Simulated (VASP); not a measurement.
# SnO2 (Amm2) in VASP: single point with r2SCAN

Aim: the single point of SnO2 with r2SCAN.

Program: VASP 6.6.1. These are calculated values, not measurements. Logs are shortened: lines on timing, memory, paths and dates and some standing lists are left out, and cuts for length are marked.

**1. The cell of the first run**

It takes space group Amm2 (No. 38, orthorhombic). Conventional cell: a = 3.186 Å, b = 6.700 Å, c = 6.700 Å, α = 90.00°, β = 90.00°, γ = 90.00°. Sn (site symmetry mm2) has 6 O at 1.97 to 2.12 Å within 2.6 Å. Within 2.7 Å of Sn (site symmetry mm2) lie 6 O at 2.05 to 2.06 Å. O (site symmetry mm2) has 3 Sn at 1.97 to 2.06 Å and 1 O at 2.60 Å within 2.7 Å. O (site symmetry m) has 3 Sn at 2.05 to 2.06 Å and 1 O at 2.60 Å within 2.7 Å. Within 2.7 Å of O (site symmetry mm2) lie 3 Sn at 2.06 to 2.12 Å and 1 O at 2.60 Å.

**2. Single point, r2SCAN (atom 1 (Sn) moved +0.075 Å towards its neighbour atom 3 (O) at 2.048 Å)**

Contents of POSCAR:

```
SnO2
1.0
    4.7373500000      0.0000000000      0.0000000000
    0.0000000000      4.7373500000      0.0000000000
    0.0000000000      0.0000000000      3.1864000000
Sn O
2 4
Direct
    0.0111946571      0.0111946571      0.0000000000
    0.5000000000      0.5000000000      0.5000000000
    0.3056200000      0.3056200000      0.0000000000
    0.1943800000      0.8056200000      0.5000000000
    0.6943800000      0.6943800000      0.0000000000
    0.8056200000      0.1943800000      0.5000000000
```

Contents of INCAR.step1:

```
SYSTEM = SnO2
ALGO     = Normal         ! electronic algorithm
EDIFF    = 1E-4           ! SCF threshold, eV
ENCUT    = 520            ! plane-wave cutoff, eV
GGA      = PE             ! functional
ISMEAR   = 0              ! smearing method
LASPH    = .True.         ! aspherical terms in the spheres
LCHARG   = .False.        ! write CHGCAR
LREAL    = .False.        ! projectors in reciprocal space
LWAVE    = .True.         ! write WAVECAR
NBANDS   = 35             ! bands
NELM     = 60             ! most SCF steps
PREC     = Accurate       ! precision mode
SIGMA    = 0.05           ! smearing width, eV
```

Contents of INCAR.step2:

```
SYSTEM = SnO2
ALGO     = Normal         ! electronic algorithm
EDIFF    = 1E-6           ! SCF threshold, eV
ENCUT    = 520            ! plane-wave cutoff, eV
ISIF     = 2              ! what is computed and relaxed
ISMEAR   = 0              ! smearing method
ISTART   = 1            
LASPH    = .True.         ! aspherical terms in the spheres
LCHARG   = .False.        ! write CHGCAR
LMIXTAU  = .True.       
LREAL    = .False.        ! projectors in reciprocal space
LWAVE    = .False.        ! write WAVECAR
METAGGA  = R2SCAN         ! meta-GGA
NBANDS   = 35             ! bands
NELM     = 60             ! most SCF steps
PREC     = Accurate       ! precision mode
SIGMA    = 0.05           ! smearing width, eV
```

Contents of KPOINTS:

```
k-points
0
Gamma
  6 6 8
  0 0 0
```

Potentials or basis: VASP PAW PBE potentials, release 64 (Sn_d, O).

Run with:

```
$ cat potpaw_PBE.64/Sn_d/POTCAR potpaw_PBE.64/O/POTCAR > POTCAR
$ cp INCAR.step1 INCAR
$ mpirun -np 1 vasp_std > vasp.out
$ cp INCAR.step2 INCAR
$ mpirun -np 1 vasp_std > vasp.out
```

OUTCAR:

```text
SYSTEM = SnO2
   EDIFF = 1E-6
   ENCUT = 520
   ISIF = 2
   ISMEAR = 0
   ISTART = 1
   LASPH = .True.
   LREAL = .False.
   METAGGA = R2SCAN
   NELM = 60
   PREC = Accurate

 ion  position               nearest neighbor table
   1  0.011  0.011  0.000-   3 1.97   4 2.06   6 2.06   4 2.06   6 2.06   5 2.12   2 3.64   2 3.64
                             2 3.71   2 3.71   2 3.71   2 3.71
   2  0.500  0.500  0.500-   4 2.05   6 2.05   5 2.06   3 2.06   3 2.06   5 2.06   1 3.64   1 3.64
                             1 3.71   1 3.71   1 3.71   1 3.71
   3  0.306  0.306  0.000-   1 1.97   2 2.06   2 2.06
   4  0.194  0.806  0.500-   2 2.05   1 2.06   1 2.06
   5  0.694  0.694  0.000-   2 2.06   2 2.06   1 2.12
   6  0.806  0.194  0.500-   2 2.05   1 2.06   1 2.06

  LATTYP: Found a simple tetragonal cell.
 ALAT       =     4.7373500000
 C/A-ratio  =     0.6726123255

  Lattice vectors:

 A1 = (   4.7373500000,   0.0000000000,   0.0000000000)
 A2 = (   0.0000000000,   4.7373500000,   0.0000000000)
 A3 = (   0.0000000000,   0.0000000000,   3.1864000000)

Analysis of symmetry for initial positions (statically):
=====================================================================
 Subroutine PRICEL returns:
 Original cell was already a primitive cell.

 Routine SETGRP: Setting up the symmetry group for a
 simple tetragonal supercell.

 Subroutine GETGRP returns: Found  4 space group operations
 (whereof  4 operations were pure point group operations)
 out of a pool of 16 trial point group operations.

The static configuration has the point symmetry C_2v.

Analysis of symmetry for dynamics (positions and initial velocities):
=====================================================================
 Subroutine PRICEL returns:
 Original cell was already a primitive cell.

 Routine SETGRP: Setting up the symmetry group for a
 simple tetragonal supercell.

 Subroutine GETGRP returns: Found  4 space group operations
 (whereof  4 operations were pure point group operations)
 out of a pool of 16 trial point group operations.

The dynamic configuration has the point symmetry C_2v.

 Subroutine INISYM returns: Found  4 space group operations
 (whereof  4 operations are pure point group operations),
 and found     1 'primitive' translations

----------------------------------------------------------------------------------------

                                     Primitive cell

  volume of cell :      71.5107

  direct lattice vectors                    reciprocal lattice vectors
     4.737350000  0.000000000  0.000000000     0.211088478  0.000000000  0.000000000
     0.000000000  4.737350000  0.000000000     0.000000000  0.211088478  0.000000000
     0.000000000  0.000000000  3.186400000     0.000000000  0.000000000  0.313833794

  length of vectors
     4.737350000  4.737350000  3.186400000     0.211088478  0.211088478  0.313833794

  position of ions in fractional coordinates (direct lattice)
     0.011194657  0.011194657  0.000000000
     0.500000000  0.500000000  0.500000000
     0.305620000  0.305620000  0.000000000
     0.194380000  0.805620000  0.500000000
     0.694380000  0.694380000  0.000000000
     0.805620000  0.194380000  0.500000000

  ion indices of the primitive-cell ions
   primitive index   ion index
                 1           1
                 2           2
                 3           3
                 4           4
                 5           5
                 6           6

----------------------------------------------------------------------------------------

 KPOINTS: k-points

Automatic generation of k-mesh.
 Grid dimensions read from file:
 generate k-points for:    6    6    8

 Generating k-lattice:

  Cartesian coordinates                     Fractional coordinates (reciprocal lattice)
     0.035181413  0.000000000  0.000000000     0.166666667  0.000000000  0.000000000
     0.000000000  0.035181413  0.000000000     0.000000000  0.166666667  0.000000000
     0.000000000  0.000000000  0.039229224     0.000000000  0.000000000  0.125000000

  Length of vectors
     0.035181413  0.035181413  0.039229224

  Shift w.r.t. Gamma in fractional coordinates (k-lattice)
     0.000000000  0.000000000  0.000000000

 Subroutine IBZKPT returns following result:
 ===========================================

 Found     65 irreducible k-points:

 Following reciprocal coordinates:
            Coordinates               Weight
  0.000000  0.000000  0.000000      1.000000
  0.166667  0.000000  0.000000      4.000000
  0.333333  0.000000  0.000000      4.000000
  0.500000  0.000000  0.000000      2.000000
  0.166667  0.166667  0.000000      2.000000
 -0.166667  0.166667  0.000000      2.000000
[... 16 lines left out ...]
  0.333333  0.333333  0.125000      4.000000
 -0.333333  0.333333  0.125000      4.000000
 [... further k-points ...]
   k-points           NKPTS =     65   k-points in BZ     NKDIM =     65   number of bands    NBANDS=     35
   number of dos      NEDOS =    301   number of ions     NIONS =      6
   total plane-waves  NPLWV =  31104
   dimension x,y,z NGX =    36 NGY =   36 NGZ =   24
   dimension x,y,z NGXF=    72 NGYF=   72 NGZF=   48
   ions per type =               2   4
   NGX,Y,Z   is equivalent  to a cutoff of  12.63, 12.63, 12.52 a.u.
   NGXF,Y,Z  is equivalent  to a cutoff of  25.27, 25.27, 25.04 a.u.
 SYSTEM =  SnO2
   PREC   = accura    normal or accurate (medium, high low for compatibility)
   ISTART =      1    job   : 0-new  1-cont  2-samecut
   ICHARG =      0    charge: 1-file 2-atom 10-const
   ISPIN  =      1    spin polarized calculation?
   LNONCOLLINEAR =      F non collinear calculations
   LSORBIT =      F    spin-orbit coupling
   LASPH  =      T    aspherical Exc in radial PAW
   ENCUT  =  520.0 eV  38.22 Ry    6.18 a.u.   8.81  8.81  5.92*2*pi/ulx,y,z
   NELM   =     60;   NELMIN=  2; NELMDL=  0     # of ELM steps
   EDIFF  = 0.1E-05   stopping-criterion for ELM
   LREAL  =      F    real-space projection
   EDIFFG = 0.1E-04   stopping-criterion for IOM
   NSW    =      0    number of steps for IOM
   IBRION =     -1    ionic relax: 0-MD 1-quasi-New 2-CG
   NFREE  =      0    steps in history (QN), initial steepest desc. (CG)
   ISIF   =      2    stress and relaxation
   ISYM   =      2    0-nonsym 1-usesym 2-fastsym
   POTIM  = 0.5000    time-step for ionic-motion
   TEBEG  =    0.0;   TEEND  =   0.0 temperature during run
   PSTRESS=    0.0 pullay stress
   NELECT =      52.0000    total number of electrons
   NUPDOWN=      -1.0000    fix difference up-down
   EMIN   =  10.00;   EMAX   =-10.00  energy-range for DOS
   EFERMI =   0.00;   METHOD = LEGACY
   ISMEAR =     0;   SIGMA  =   0.05  broadening in eV -4-tet -1-fermi 0-gaus
   EFERMI_NEDOS =   21; number of points for ismear=-14 and -15
   IALGO  =     38    algorithm
   IMIX   =      4    mixing-type and parameters
     AMIX     =   0.40;   BMIX     =  1.00
     AMIX_MAG =   1.60;   BMIX_MAG =  1.00
  volume/ion in A,a.u.               =      11.92        80.43
  Fermi-wavevector in a.u.,A,eV,Ry     =   1.472150  2.781961 29.486913  2.167227
  Thomas-Fermi vector in A             =   2.587200
   LORBIT       =      0    0 simple, 1 ext, 2 COOP (PROOUT), +10 PAW based schemes
   METAGGA = R2SCAN    functional components
   LHFCALC =     F    Hartree Fock is set to
   AEXX    =    0.0000 exact exchange contribution
   IVDW    =     0    specifies the selected vdW correction
   LEPSILON=     F    determine dielectric tensor
   LRPA    =     F    only Hartree local field effects (RPA)
 non-spin polarized calculation
 Gauss-broadening in eV      SIGMA  =   0.05
  energy-cutoff  :      520.00
  volume of cell :       71.51
 maximum number of plane-waves:      1992
   NGX = 17   NGY = 17   NGZ = 11

 number of electron      51.9999990 magnetization

 Free energy of the ion-electron system (eV)
  ---------------------------------------------------
  ext. energy  EPLUGINS =         0.00000000
  ---------------------------------------------------
  free energy    TOTEN  =       -84.53715340 eV

  energy without entropy =      -84.53715340  energy(sigma->0) =      -84.53715340

 E-fermi :   6.0580     XC(G=0): -12.0493

 val. band max:        5.7619891109   @ k =   0.0000   0.0000   0.0000
 cond. band min:       7.6747875172   @ k =   0.0000   0.0000   0.0000
 fundamental gap:      1.9127984063
 Fermi energy:         6.0580481735

 k-point     1 :       0.0000    0.0000    0.0000
  band No.  band energies     occupation
      1     -16.0757      2.00000
      2     -15.0944      2.00000
      3     -14.7696      2.00000
      4     -14.7677      2.00000
      5     -14.7651      2.00000
      6     -14.7428      2.00000
[... 27 lines left out ...]
     34      19.0521      0.00000
     35      19.3085      0.00000

 k-point     2 :       0.1667    0.0000    0.0000
  band No.  band energies     occupation
      1     -16.0287      2.00000
      2     -15.1583      2.00000
      3     -14.7957      2.00000
      4     -14.7679      2.00000
      5     -14.7659      2.00000
      6     -14.7496      2.00000
[... 27 lines left out ...]
     34      18.9638      0.00000
     35      19.2590      0.00000

 k-point     3 :       0.3333    0.0000    0.0000
  band No.  band energies     occupation
      1     -15.8941      2.00000
      2     -15.3678      2.00000
      3     -14.8038      2.00000
      4     -14.7643      2.00000
      5     -14.7623      2.00000
      6     -14.7586      2.00000
[... 27 lines left out ...]
     34      18.8926      0.00000
     35      19.1437      0.00000
[... 723 lines left out ...]
 k-point    23 :       0.3333    0.3333    0.1250
  band No.  band energies     occupation
      1     -15.7826      2.00000
      2     -15.5586      2.00000
      3     -14.9728      2.00000
      4     -14.9633      2.00000
      5     -14.7058      2.00000
      6     -14.6923      2.00000
[... 27 lines left out ...]
     34      18.9608      0.00000
     35      19.0194      0.00000

 k-point    24 :      -0.3333    0.3333    0.1250
  band No.  band energies     occupation
      1     -15.7986      2.00000
      2     -15.5383      2.00000
      3     -14.9805      2.00000
      4     -14.9575      2.00000
      5     -14.7100      2.00000
      6     -14.6866      2.00000
[... 27 lines left out ...]
     34      18.9526      0.00000
     35      19.0416      0.00000

 [... further k-points ...]

------------------------ aborting loop because EDIFF is reached ----------------------------------------

  FORCE on cell =-STRESS in cart. coord.  units (eV):
  Direction    XX          YY          ZZ          XY          YZ          ZX
  --------------------------------------------------------------------------------------
  -------------------------------------------------------------------------------------
  Total        2.0458073      2.0458073      2.2269922      0.4179776      0.0000000      0.0000000
  in kB       45.8357203     45.8357203     49.8951156      9.3646664      0.0000000      0.0000000
  external PRESSURE =      47.1888521 kB  Pullay stress =       0.0000000 kB

 VOLUME and BASIS-vectors are now :
 -----------------------------------------------------------------------------
  energy-cutoff  :      520.00
  volume of cell :       71.51
      direct lattice vectors                 reciprocal lattice vectors
     4.737350000  0.000000000  0.000000000     0.211088478  0.000000000  0.000000000
     0.000000000  4.737350000  0.000000000     0.000000000  0.211088478  0.000000000
     0.000000000  0.000000000  3.186400000     0.000000000  0.000000000  0.313833794

 POSITION                                       TOTAL-FORCE (eV/Angst)
 -----------------------------------------------------------------------------------
      0.05303      0.05303      0.00000        -1.421511     -1.421511      0.000000
      2.36868      2.36868      1.59320         0.522758      0.522758      0.000000
      1.44783      1.44783      0.00000         0.516364      0.516364      0.000000
      0.92085      3.81650      1.59320         0.054308      0.038227      0.000000
      3.28952      3.28952      0.00000         0.289854      0.289854      0.000000
      3.81650      0.92085      1.59320         0.038227      0.054308      0.000000
 -----------------------------------------------------------------------------------
    total drift:                               -0.003383     -0.003383     -0.000005

  FREE ENERGIE OF THE ION-ELECTRON SYSTEM (eV)
  ---------------------------------------------------
  free  energy   TOTEN  =       -84.5371533975 eV

  energy  without entropy=      -84.5371533975  energy(sigma->0) =      -84.53715340
```

It took 15 min on 1 thread of Intel Xeon 8259CL, shared host; peak memory 0.23 GiB.

Results:

* Free energy: -84.5372 eV
* Pressure: 4.7 GPa
* Largest force: 2.010 eV/Å
* Band gap on the k mesh: 1.91 eV

Forces on the atoms (eV/Å):
```
Sn  -1.422 -1.422  0.000
Sn   0.523  0.523  0.000
O    0.516  0.516  0.000
O    0.054  0.038  0.000
O    0.290  0.290  0.000
O    0.038  0.054  0.000
```

Caveat: the cell differs from its parent crystal (atom 1 (Sn) moved +0.075 Å towards its neighbour atom 3 (O) at 2.048 Å); the cell stands under pressure; the PAW data sets were made with another functional, which shifts forces and pressure a little; spin-orbit coupling is left out, which moves the levels of the heavy elements.
